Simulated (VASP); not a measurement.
Input of a VASP 6.6.1 run:

POSCAR

```
Sc2Al
1.0
    5.7406172669      0.0000000000      0.0000000000
    0.0000000000      5.9154117029      0.0000000000
    0.0000000000      0.0000000000      3.8638770065
Sc Al
4 2
Direct
    0.2250000000      0.8250000000      0.5000000000
    0.7250000000      0.6750000000      0.0000000000
    0.7750000000      0.1750000000      0.5000000000
    0.2750000000      0.3250000000      0.0000000000
    0.5000000000      0.5000000000      0.5000000000
    0.0000000000      0.0000000000      0.0000000000
```

INCAR.step1

```
ALGO = Normal
EDIFF = 1E-4
ENCUT = 520
GGA = PE
ISMEAR = 0
LASPH = True
LCHARG = False
LREAL = False
LWAVE = True
NBANDS = 34
NELM = 60
PREC = Accurate
SIGMA = 0.1
```

File INCAR.step2:

```
ALGO = Normal
EDIFF = 1E-6
ENCUT = 520
ISIF = 2
ISMEAR = 0
ISTART = 1
LASPH = True
LCHARG = False
LMIXTAU = True
LREAL = False
LWAVE = False
METAGGA = R2SCAN
NBANDS = 34
NELM = 60
PREC = Accurate
SIGMA = 0.1
```

KPOINTS

```
k-points
0
Gamma
  4 4 6
```

Potentials or basis: VASP PAW PBE potentials, release 64 (Sc_sv, Al).

Launch:

```sh
$ cat potpaw_PBE.64/Sc_sv/POTCAR potpaw_PBE.64/Al/POTCAR > POTCAR
$ cp INCAR.step1 INCAR
$ mpirun -np 1 vasp_std > vasp.out
$ cp INCAR.step2 INCAR
$ mpirun -np 1 vasp_std > vasp.out
```

**Question.** Estimate the pressure.

**Answer.** 18.5 GPa.

**Question.** What does it give for the largest force?

**Answer.** 0.539 eV/Å.

**Question.** What does it give for the band gap on the k mesh?

**Answer.** Zero (bands 25 and 26 overlap by 0.85 eV).

Stress tensor (GPa, compression positive):
```
18.14  0.00  0.00
 0.00 19.72  0.00
 0.00  0.00 17.51
```

Caveat: the cell stands under pressure; the PAW data sets were made with another functional, which shifts forces and pressure a little.
